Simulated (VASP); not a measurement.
# As: single point with PBEsol

Crystal: As.

```
CELL_PARAMETERS angstrom
1.88080 1.08588 3.51406
-1.88080 1.08588 3.51406
0.00000 -2.17176 3.51406
ATOMIC_POSITIONS crystal
As 0.22600 0.22600 0.22600
As 0.77400 0.77400 0.77400
```

- Program: VASP 6.6.1
- Task: single point
- Functional: PBEsol
- Potentials or basis: VASP PAW PBE potentials, release 64 (As)
- Cutoff: 520 eV
- k mesh: 6 × 6 × 6
- Occupations: fermi-dirac, width 0.05 eV
- Spin: no spin polarisation
- Dipole correction: no
- Further INCAR settings: ALGO = Normal; EDIFF = 1e-06; NBANDS = 12

```yaml
Pressure: 0.6 GPa
Largest_force: 0.335 eV/Å
Band_gap_on_the_k_mesh: zero (band 5 reaches 5.34 eV, above the bottom of band 6 at 4.97 eV)
```

Forces in eV/Å, atoms in the order of the input:
```
As   0.000  0.000  0.335
As   0.000  0.000 -0.335
```

Stress tensor (GPa, compression positive):
```
 1.07  0.00  0.00
 0.00  1.07  0.00
 0.00  0.00 -0.42
```

Levels at points of the mesh, in eV from the Fermi level:
```csv
k point,band 3,band 4,band 5,band 6,band 7,band 8
"(0.00, 0.00, 0.00)",-2.50,-2.04,-2.04,1.56,2.88,2.88
"(0.50, 0.00, 0.00)",-2.88,-2.82,-0.38,-0.38,0.33,1.39
"(0.50, 0.50, 0.00)",-6.00,-4.22,-4.16,1.34,5.47,6.87
"(0.50, 0.50, 0.50)",-1.79,-1.79,-0.69,0.76,0.76,1.85
```

Run time: 9.2 s on 1 thread of AMD EPYC 9R45 96-Core Processor (Zen 5), with other jobs on the host, peak memory 0.14 GiB.

Caveat: the PAW data sets were made with another functional, which shifts forces and pressure a little.
